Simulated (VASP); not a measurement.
Write the native input for VASP 6.6.1 that does the following.

```yaml
Task: single point
Functional: PBEsol
Potentials_or_basis: VASP PAW PBE potentials, release 64 (Ag)
Cutoff: 520 eV
k_mesh: 20 × 20 × 20
Occupations: gaussian, width 0.15 eV
Spin: no spin polarisation
Dipole_correction: no
Further_INCAR_settings: ALGO = Normal; EDIFF = 1e-07; NBANDS = 12
```

The structure of Ag lies in POSCAR:

```
Ag
1.0
    0.0000000000      2.1043930000      2.0431000000
    2.1043930000      0.0000000000      2.0431000000
    2.1043930000      2.1043930000      0.0000000000
Ag
1
Direct
    0.0000000000      0.0000000000      0.0000000000
```

This cell differs from its parent crystal: strain +0.030 along x and y, +0.000 along z.

One way to write it, as run:

INCAR

```
  PREC = Accurate
  ENCUT = 520
  EDIFF = 1E-7
  ISMEAR = 0
  SIGMA = 0.15
  LREAL = F
  LASPH = T
  NELM = 100
  ALGO = Normal
  ISIF = 2
  LWAVE = F
  LCHARG = T
  GGA = PS
  LELF = T
  LVHAR = T
  NBANDS = 12
```

KPOINTS

```
Automatic mesh
0
Gamma
  20 20 20
```

Potentials or basis: VASP PAW PBE potentials, release 64 (Ag).

Command:

```console
$ cat potpaw_PBE.64/Ag/POTCAR > POTCAR
$ mpirun -np 1 vasp_std > vasp.out
```

It gave:

```
Pressure : -7.9 GPa
```

Caveat: the cell differs from its parent crystal (strain +0.030 along x and y, +0.000 along z); the PAW data sets were made with another functional, which shifts forces and pressure a little.

Run time: 32 s on 1 thread of Intel(R) Xeon(R) 6975P-C (Granite Rapids), on a shared host, peak memory 0.25 GiB.
